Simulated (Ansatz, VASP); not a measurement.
**One calculation of BAs, two programs**

```
B As
1.0
     0.00000    2.38850    2.38850
     2.36462    0.00000    2.38850
     2.36462    2.38850    0.00000
B As
1 1
Direct
  0.00000 0.00000 0.00000
  0.75000 0.75000 0.75000
```

Change from the starting cell: strain -0.0100 x Voigt [1, 0, 0, 0, 0, 0], atoms carried along.

Alike in both runs: task single point; functional r2SCAN; k mesh 10 × 10 × 10; occupations gaussian, width 0.05 eV; no spin polarisation.

|  | VASP | Ansatz |
| --- | --- | --- |
| version | VASP 6.6.1 | Ansatz 0.2.0 |
| potentials or method | VASP PAW PBE potentials, release 64 (B, As), cutoff 520 eV | scalar-relativistic, plane waves, PAW |
| valence electrons in the cell | 8 | 18 |

Ansatz gave:

| Quantity | Value |
| --- | --- |
| gap on the k mesh at the Fermi level (eV) | 1.20 |
| least direct gap on the mesh (eV) | 3.34 |
| pressure (GPa) | 2.1 |
| traceless stress, the component that is largest in VASP (GPa) | 1.49 |

Problem. Estimate VASP's values.

Solution. gap on the k mesh at the Fermi level (eV): 1.20; least direct gap on the mesh (eV): 3.34; pressure (GPa): 2.4; traceless stress, the component that is largest in VASP (GPa): 1.49.

VASP's potentials were made for PBE, not for r2SCAN. VASP's potentials hold 8 valence electrons a cell and Ansatz's 18, so a difference there can come from the potentials and not from the codes.
